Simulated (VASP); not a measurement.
# CuAu (P4/mmm) in VASP: notebook

Runs on CuAu. Level: PBEsol. Tasks: single point.

Program: VASP 6.6.1. These are calculated values, not measurements. Logs are shortened: lines on timing, memory, paths and dates and some standing lists are left out, and cuts for length are marked.

### Step 1. The cell of the first run

The structure is tetragonal, space group P4/mmm (No. 123). The conventional cell has a = 2.698 Å, b = 2.698 Å, c = 3.446 Å, α = 90.00°, β = 90.00°, γ = 90.00°. Within 3.5 Å of Au (site symmetry 4/mmm) lie 8 Cu at 2.57 Å and 6 Au at 2.70 to 3.45 Å. Within 3.5 Å of Cu (site symmetry 4/mmm) lie 8 Au at 2.57 Å and 6 Cu at 2.70 to 3.45 Å.

### Step 2. Single point, PBEsol

INCAR

```
  PREC = Accurate
  ENCUT = 520
  EDIFF = 1E-6
  ISMEAR = -1
  SIGMA = 0.05
  LREAL = False
  LASPH = True
  NELM = 80
  ALGO = Normal
  ISIF = 2
  LWAVE = False
  LCHARG = False
  GGA = PS
  NBANDS = 18
```

KPOINTS

```
regular mesh
0
Gamma
  9 9 7
```

POSCAR

```
CuAu
1.0
    2.6977306311      0.0000000000      0.0000000000
    0.0000000000      2.6977306311      0.0000000000
    0.0000000000      0.0000000000      3.4455665733
Au Cu
1 1
Direct
    0.0000000000      0.0000000000      0.0000000000
    0.5000000000      0.5000000000      0.5000000000
```

Potentials or basis: VASP PAW PBE potentials, release 64 (Au, Cu).

Launch:

```console
$ cat potpaw_PBE.64/Au/POTCAR potpaw_PBE.64/Cu/POTCAR > POTCAR
$ mpirun -np 1 vasp_std > vasp.out
```

OUTCAR:

```text
PREC = Accurate
   ENCUT = 520
   EDIFF = 1E-6
   ISMEAR = -1
   LREAL = False
   LASPH = True
   NELM = 80
   ISIF = 2
   GGA = PS

 ion  position               nearest neighbor table
   1  0.000  0.000  0.000-   2 2.57   2 2.57   2 2.57   2 2.57   2 2.57   2 2.57   2 2.57   2 2.57

   2  0.500  0.500  0.500-   1 2.57   1 2.57   1 2.57   1 2.57   1 2.57   1 2.57   1 2.57   1 2.57

  LATTYP: Found a simple tetragonal cell.
 ALAT       =     2.6977306311
 C/A-ratio  =     1.2772092712

  Lattice vectors:

 A1 = (   2.6977306311,   0.0000000000,   0.0000000000)
 A2 = (   0.0000000000,   2.6977306311,   0.0000000000)
 A3 = (   0.0000000000,   0.0000000000,   3.4455665733)

Analysis of symmetry for initial positions (statically):
=====================================================================
 Subroutine PRICEL returns:
 Original cell was already a primitive cell.

 Routine SETGRP: Setting up the symmetry group for a
 simple tetragonal supercell.

 Subroutine GETGRP returns: Found 16 space group operations
 (whereof 16 operations were pure point group operations)
 out of a pool of 16 trial point group operations.

The static configuration has the point symmetry D_4h.

Analysis of symmetry for dynamics (positions and initial velocities):
=====================================================================
 Subroutine PRICEL returns:
 Original cell was already a primitive cell.

 Routine SETGRP: Setting up the symmetry group for a
 simple tetragonal supercell.

 Subroutine GETGRP returns: Found 16 space group operations
 (whereof 16 operations were pure point group operations)
 out of a pool of 16 trial point group operations.

The dynamic configuration has the point symmetry D_4h.

 Subroutine INISYM returns: Found 16 space group operations
 (whereof 16 operations are pure point group operations),
 and found     1 'primitive' translations

----------------------------------------------------------------------------------------

                                     Primitive cell

  volume of cell :      25.0760

  direct lattice vectors                    reciprocal lattice vectors
     2.697730631  0.000000000  0.000000000     0.370681931  0.000000000  0.000000000
     0.000000000  2.697730631  0.000000000     0.000000000  0.370681931  0.000000000
     0.000000000  0.000000000  3.445566573     0.000000000  0.000000000  0.290228030

  length of vectors
     2.697730631  2.697730631  3.445566573     0.370681931  0.370681931  0.290228030

  position of ions in fractional coordinates (direct lattice)
     0.000000000  0.000000000  0.000000000
     0.500000000  0.500000000  0.500000000

  ion indices of the primitive-cell ions
   primitive index   ion index
                 1           1
                 2           2

----------------------------------------------------------------------------------------

 KPOINTS: regular mesh

Automatic generation of k-mesh.
 Grid dimensions read from file:
 generate k-points for:    9    9    7

 Generating k-lattice:

  Cartesian coordinates                     Fractional coordinates (reciprocal lattice)
     0.041186881  0.000000000  0.000000000     0.111111111  0.000000000  0.000000000
     0.000000000  0.041186881  0.000000000     0.000000000  0.111111111  0.000000000
     0.000000000  0.000000000  0.041461147     0.000000000  0.000000000  0.142857143

  Length of vectors
     0.041186881  0.041186881  0.041461147

  Shift w.r.t. Gamma in fractional coordinates (k-lattice)
     0.000000000  0.000000000  0.000000000

 Subroutine IBZKPT returns following result:
 ===========================================

 Found     60 irreducible k-points:

 Following reciprocal coordinates:
            Coordinates               Weight
  0.000000  0.000000  0.000000      1.000000
  0.111111  0.000000  0.000000      4.000000
  0.222222  0.000000  0.000000      4.000000
  0.333333  0.000000  0.000000      4.000000
  0.444444  0.000000  0.000000      4.000000
  0.111111  0.111111  0.000000      4.000000
[... 16 lines left out ...]
  0.333333  0.111111  0.142857     16.000000
  0.444444  0.111111  0.142857     16.000000
 [... further k-points ...]
   k-points           NKPTS =     60   k-points in BZ     NKDIM =     60   number of bands    NBANDS=     18
   number of dos      NEDOS =    301   number of ions     NIONS =      2
   total plane-waves  NPLWV =  11200
   dimension x,y,z NGX =    20 NGY =   20 NGZ =   28
   dimension x,y,z NGXF=    40 NGYF=   40 NGZF=   56
   ions per type =               1   1
   NGX,Y,Z   is equivalent  to a cutoff of  12.32, 12.32, 13.51 a.u.
   NGXF,Y,Z  is equivalent  to a cutoff of  24.65, 24.65, 27.02 a.u.
 SYSTEM =  unknown system
   PREC   = accura    normal or accurate (medium, high low for compatibility)
   ISTART =      0    job   : 0-new  1-cont  2-samecut
   ICHARG =      2    charge: 1-file 2-atom 10-const
   ISPIN  =      1    spin polarized calculation?
   LNONCOLLINEAR =      F non collinear calculations
   LSORBIT =      F    spin-orbit coupling
   LASPH  =      T    aspherical Exc in radial PAW
   ENCUT  =  520.0 eV  38.22 Ry    6.18 a.u.   5.02  5.02  6.41*2*pi/ulx,y,z
   NELM   =     80;   NELMIN=  2; NELMDL= -5     # of ELM steps
   EDIFF  = 0.1E-05   stopping-criterion for ELM
   LREAL  =      F    real-space projection
   EDIFFG = 0.1E-04   stopping-criterion for IOM
   NSW    =      0    number of steps for IOM
   IBRION =     -1    ionic relax: 0-MD 1-quasi-New 2-CG
   NFREE  =      0    steps in history (QN), initial steepest desc. (CG)
   ISIF   =      2    stress and relaxation
   ISYM   =      2    0-nonsym 1-usesym 2-fastsym
   POTIM  = 0.5000    time-step for ionic-motion
   TEBEG  =    0.0;   TEEND  =   0.0 temperature during run
   PSTRESS=    0.0 pullay stress
   NELECT =      22.0000    total number of electrons
   NUPDOWN=      -1.0000    fix difference up-down
   EMIN   =  10.00;   EMAX   =-10.00  energy-range for DOS
   EFERMI =   0.00;   METHOD = LEGACY
   ISMEAR =    -1;   SIGMA  =   0.05  broadening in eV -4-tet -1-fermi 0-gaus
   EFERMI_NEDOS =   21; number of points for ismear=-14 and -15
   IALGO  =     38    algorithm
   IMIX   =      4    mixing-type and parameters
     AMIX     =   0.40;   BMIX     =  1.00
     AMIX_MAG =   1.60;   BMIX_MAG =  1.00
  volume/ion in A,a.u.               =      12.54        84.61
  Fermi-wavevector in a.u.,A,eV,Ry     =   1.567219  2.961615 33.418310  2.456177
  Thomas-Fermi vector in A             =   2.669432
   LORBIT       =      0    0 simple, 1 ext, 2 COOP (PROOUT), +10 PAW based schemes
   GGA     = PS    functional components
   LHFCALC =     F    Hartree Fock is set to
   AEXX    =    0.0000 exact exchange contribution
   IVDW    =     0    specifies the selected vdW correction
   LEPSILON=     F    determine dielectric tensor
   LRPA    =     F    only Hartree local field effects (RPA)
 non-spin polarized calculation
  energy-cutoff  :      520.00
  volume of cell :       25.08
 maximum number of plane-waves:       693
   NGX = 11   NGY = 11   NGZ = 13

 number of electron      21.9999991 magnetization

 Free energy of the ion-electron system (eV)
  ---------------------------------------------------
  ext. energy  EPLUGINS =         0.00000000
  ---------------------------------------------------
  free energy    TOTEN  =        -8.09665992 eV

  energy without entropy =       -8.09338144  energy(sigma->0) =       -8.09502068

 E-fermi :  11.0223     XC(G=0): -13.7306

 val. band max:       11.0117969228   @ k =   0.3333   0.1111   0.4286
 cond. band min:      11.0460249863   @ k =   0.1111   0.1111   0.2857
 fundamental gap:      0.0342280635
 Fermi energy:        11.0222896113

 k-point     1 :       0.0000    0.0000    0.0000
  band No.  band energies     occupation
      1      -0.3710      2.00000
      2       3.0819      2.00000
      3       3.2300      2.00000
      4       6.1898      2.00000
      5       6.1898      2.00000
      6       7.4814      2.00000
[... 10 lines left out ...]
     17      28.8471      0.00000
     18      29.2602      0.00000

 k-point     2 :       0.1111    0.0000    0.0000
  band No.  band energies     occupation
      1      -0.0517      2.00000
      2       3.2403      2.00000
      3       3.4375      2.00000
      4       6.0008      2.00000
      5       6.2763      2.00000
      6       7.3450      2.00000
[... 10 lines left out ...]
     17      28.9050      0.00000
     18      31.2463      0.00000

 k-point     3 :       0.2222    0.0000    0.0000
  band No.  band energies     occupation
      1       0.8216      2.00000
      2       3.5669      2.00000
      3       4.1184      2.00000
      4       5.5001      2.00000
      5       6.5223      2.00000
      6       6.9765      2.00000
[... 10 lines left out ...]
     17      28.8208      0.00000
     18      31.2758      0.00000

 k-point     4 :       0.3333    0.0000    0.0000
  band No.  band energies     occupation
      1       1.9792      2.00000
      2       4.0146      2.00000
      3       4.9293      2.00000
      4       4.9766      2.00000
      5       6.5380      2.00000
      6       6.8804      2.00000
[... 10 lines left out ...]
     17      26.9898      0.00000
     18      29.6369      0.00000

 k-point     5 :       0.4444    0.0000    0.0000
  band No.  band energies     occupation
      1       2.8805      2.00000
      2       4.4960      2.00000
      3       4.5716      2.00000
      4       5.4342      2.00000
      5       6.2523      2.00000
      6       7.2248      2.00000
[... 10 lines left out ...]
     17      27.7185      0.00000
     18      28.0825      0.00000

 k-point     6 :       0.1111    0.1111    0.0000
  band No.  band energies     occupation
      1       0.2662      2.00000
      2       3.4713      2.00000
      3       3.5645      2.00000
      4       5.8991      2.00000
      5       6.2363      2.00000
      6       7.1600      2.00000
[... 10 lines left out ...]
     17      29.7452      0.00000
     18      30.5586      0.00000

 k-point     7 :       0.2222    0.1111    0.0000
  band No.  band energies     occupation
      1       1.1301      2.00000
      2       3.8119      2.00000
      3       4.1934      2.00000
      4       5.4411      2.00000
      5       6.2713      2.00000
      6       6.7208      2.00000
[... 10 lines left out ...]
     17      29.1606      0.00000
     18      31.7016      0.00000

 k-point     8 :       0.3333    0.1111    0.0000
  band No.  band energies     occupation
      1       2.2736      2.00000
      2       4.2196      2.00000
      3       4.8501      2.00000
      4       4.8676      2.00000
      5       6.2897      2.00000
      6       6.4325      2.00000
[... 10 lines left out ...]
     17      27.0008      0.00000
     18      29.3244      0.00000
[... 229 lines left out ...]
     17      27.9847      0.00000
     18      30.0096      0.00000

 k-point    20 :       0.4444    0.0000    0.1429
  band No.  band energies     occupation
      1       2.9276      2.00000
      2       3.8991      2.00000
      3       4.7912      2.00000
      4       6.0994      2.00000
      5       6.1782      2.00000
      6       6.8816      2.00000
[... 10 lines left out ...]
     17      28.1748      0.00000
     18      28.2519      0.00000

 k-point    21 :       0.1111    0.1111    0.1429
  band No.  band energies     occupation
      1       0.5456      2.00000
      2       3.5303      2.00000
      3       3.6845      2.00000
      4       5.9207      2.00000
      5       6.1910      2.00000
      6       7.1808      2.00000
[... 10 lines left out ...]
     17      29.3693      0.00000
     18      31.2496      0.00000

 k-point    22 :       0.2222    0.1111    0.1429
  band No.  band energies     occupation
      1       1.3824      2.00000
      2       3.8685      2.00000
      3       4.3105      2.00000
      4       5.4117      2.00000
      5       6.1375      2.00000
      6       6.6609      2.00000
[... 10 lines left out ...]
     17      29.5211      0.00000
     18      30.8939      0.00000

 k-point    23 :       0.3333    0.1111    0.1429
  band No.  band energies     occupation
      1       2.4349      2.00000
      2       4.1466      2.00000
      3       4.7409      2.00000
      4       5.1903      2.00000
      5       6.1195      2.00000
      6       6.4197      2.00000
[... 10 lines left out ...]
     17      28.8485      0.00000
     18      30.1167      0.00000

 k-point    24 :       0.4444    0.1111    0.1429
  band No.  band energies     occupation
      1       3.2883      2.00000
      2       3.9563      2.00000
      3       4.8006      2.00000
      4       5.1672      2.00000
      5       6.1920      2.00000
      6       6.7736      2.00000
[... 10 lines left out ...]
     17      27.2194      0.00000
     18      28.1623      0.00000

 [... further k-points ...]

------------------------ aborting loop because EDIFF is reached ----------------------------------------

  FORCE on cell =-STRESS in cart. coord.  units (eV):
  Direction    XX          YY          ZZ          XY          YZ          ZX
  --------------------------------------------------------------------------------------
  -------------------------------------------------------------------------------------
  Total        4.6974509      4.6974509      4.7141648      0.0000000      0.0000000      0.0000000
  in kB      300.1338801    300.1338801    301.2017781      0.0000000      0.0000000      0.0000000
  external PRESSURE =     300.4898461 kB  Pullay stress =       0.0000000 kB

 VOLUME and BASIS-vectors are now :
 -----------------------------------------------------------------------------
  energy-cutoff  :      520.00
  volume of cell :       25.08
      direct lattice vectors                 reciprocal lattice vectors
     2.697730631  0.000000000  0.000000000     0.370681931  0.000000000  0.000000000
     0.000000000  2.697730631  0.000000000     0.000000000  0.370681931  0.000000000
     0.000000000  0.000000000  3.445566573     0.000000000  0.000000000  0.290228030

 POSITION                                       TOTAL-FORCE (eV/Angst)
 -----------------------------------------------------------------------------------
      0.00000      0.00000      0.00000         0.000000      0.000000      0.000000
      1.34887      1.34887      1.72278         0.000000      0.000000      0.000000
 -----------------------------------------------------------------------------------
    total drift:                               -0.000000      0.000000      0.000000

  FREE ENERGIE OF THE ION-ELECTRON SYSTEM (eV)
  ---------------------------------------------------
  free  energy   TOTEN  =        -8.0966599227 eV

  energy  without entropy=       -8.0933814389  energy(sigma->0) =       -8.09502068
```

Wall time 15 s (1 thread of Intel Xeon Platinum 8488C (Sapphire Rapids), shared host); peak memory 0.15 GiB.

What came out:

| Quantity | Value |
| --- | --- |
| Free energy | -8.0967 eV |
| Pressure | 30.0 GPa |
| Band gap on the k mesh | zero (bands 11 and 12 overlap by 6.18 eV) |

Stress tensor (GPa, compression positive):
```
30.01  0.00  0.00
 0.00 30.01  0.00
 0.00  0.00 30.12
```

Levels at points of the mesh, in eV from the Fermi level:
```csv
k point,band 9,band 10,band 11,band 12,band 13,band 14
"(0.00, 0.00, 0.00)",-1.92,-1.63,-1.63,2.21,9.94,10.16
```

Caveat: the cell stands under pressure; the PAW data sets were made with another functional, which shifts forces and pressure a little; spin-orbit coupling is left out, which moves the levels of the heavy elements.

### Step 3. Single point, PBEsol

This run uses another cell than the first one, of 12.97 Å³/atom.

INCAR

```
SYSTEM = CuAu
ALGO = Normal
EDIFF = 1E-6
ENCUT = 520
GGA = PS
ISIF = 2
ISMEAR = -1
LASPH = .True.
LCHARG = .False.
LREAL = .False.
LWAVE = .False.
NBANDS = 18
NELM = 80
PREC = Accurate
SIGMA = 0.05
```

KPOINTS

```
k-points
0
Gamma
  9 9 7
  0 0 0
```

POSCAR

```
CuAu
1.0
    2.7232040105      0.0000000000      0.0000000000
    0.0000000000      2.7232040105      0.0000000000
    0.0000000000      0.0000000000      3.4975316008
Au Cu
1 1
Direct
    0.0000000000      0.0000000000      0.0000000000
    0.5000000000      0.5000000000      0.5000000000
```

Potentials or basis: VASP PAW PBE potentials, release 64 (Au, Cu).

Launch:

```console
$ cat potpaw_PBE.64/Au/POTCAR potpaw_PBE.64/Cu/POTCAR > POTCAR
$ mpirun -np 1 vasp_std > vasp.out
```

Run time: 16 s. Hardware: 1 thread of Intel Xeon Platinum 8488C (Sapphire Rapids), shared host; peak memory 0.15 GiB.

It converged, with:

```yaml
Free_energy: -8.2312 eV
Pressure: 20.0 GPa
Band_gap_on_the_k_mesh: zero (bands 11 and 12 overlap by 5.98 eV)
```

Stress tensor (GPa, compression positive):
```
19.99  0.00  0.00
 0.00 19.99  0.00
 0.00  0.00 20.07
```

Levels at points of the mesh, in eV from the Fermi level:
| k point | band 9 | band 10 | band 11 | band 12 | band 13 | band 14 |
| --- | --- | --- | --- | --- | --- | --- |
| (0.00, 0.00, 0.00) | -1.85 | -1.58 | -1.58 | 2.18 | 9.50 | 10.13 |

Caveat: the cell stands under pressure; the PAW data sets were made with another functional, which shifts forces and pressure a little; spin-orbit coupling is left out, which moves the levels of the heavy elements.

The gap in the log of VASP goes by the Fermi energy; the results here count the filled bands.